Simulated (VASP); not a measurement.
A run of VASP 6.6.1 is set up as follows.

Contents of INCAR:

```
SYSTEM = Fe
PREC = Accurate
ENCUT = 520
EDIFF = 1E-6
ISMEAR = -1
SIGMA = 0.05
LREAL = .FALSE.
LASPH = .TRUE.
NELM = 150
ALGO = Normal
ISIF = 2
LWAVE = .FALSE.
LCHARG = .TRUE.
ISPIN = 2
MAGMOM = 3
LORBIT = 11
LMAXMIX = 4
GGA = PS
LELF = .TRUE.
LVHAR = .TRUE.
NBANDS = 14
```

KPOINTS

```
Automatic mesh
0
G
  11 11 11
  0 0 0
```

POSCAR

```
Fe
1.0
   -1.4574300000      1.4574300000      1.4430000000
    1.4574300000     -1.4574300000      1.4430000000
    1.4574300000      1.4574300000     -1.4430000000
Fe
1
Direct
    0.0000000000      0.0000000000      0.0000000000
```

Potentials or basis: VASP PAW PBE potentials, release 64 (Fe).

Command:

```sh
$ cat potpaw_PBE.64/Fe/POTCAR > POTCAR
$ mpirun -np 1 vasp_std > vasp.out
```

(1) What does it give for the net moment?

(2) What does it give for the pressure?

(3) Predict the site moments.

Answers

(1) 2.33 μB per cell.

(2) -19.8 GPa.

(3) Fe +2.33 μB.

Caveat: the PAW data sets were made with another functional, which shifts forces and pressure a little.
